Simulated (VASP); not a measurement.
Os, 1 atom in the cell. Symmetry: Im-3m, No. 229, cubic system. The conventional cell has a = 3.133 Å, b = 3.133 Å, c = 3.133 Å, α = 90.00°, β = 90.00°, γ = 90.00°. Within 3.6 Å of Os (site symmetry m-3m) lie 14 Os at 2.71 to 3.13 Å.  This cell differs from its parent crystal: volume scaled by 1.04.

* Program: VASP 6.6.1
* Task: single point
* Functional: PBE
* Potentials or basis: VASP PAW PBE potentials, release 64 (Os)
* Cutoff: 520 eV
* k mesh: 16 × 16 × 16
* Occupations: fermi-dirac, width 0.1 eV
* Spin: no spin polarisation
* Dipole correction: no
* Further INCAR settings: ALGO = Normal; EDIFF = 1e-07; NBANDS = 10

Potentials or basis: VASP PAW PBE potentials, release 64 (Os).

Command:

```sh
$ cat potpaw_PBE.64/Os/POTCAR > POTCAR
$ mpirun -np 1 vasp_std > vasp.out
```

Hardware: 1 thread of AMD EPYC 7R13, with other jobs on the host.

Estimate the wall time of this run.

Run time: 37 s on 1 thread of AMD EPYC 7R13, on a shared host, peak memory 0.11 GiB. Counts: scf iterations 12, k points 145.
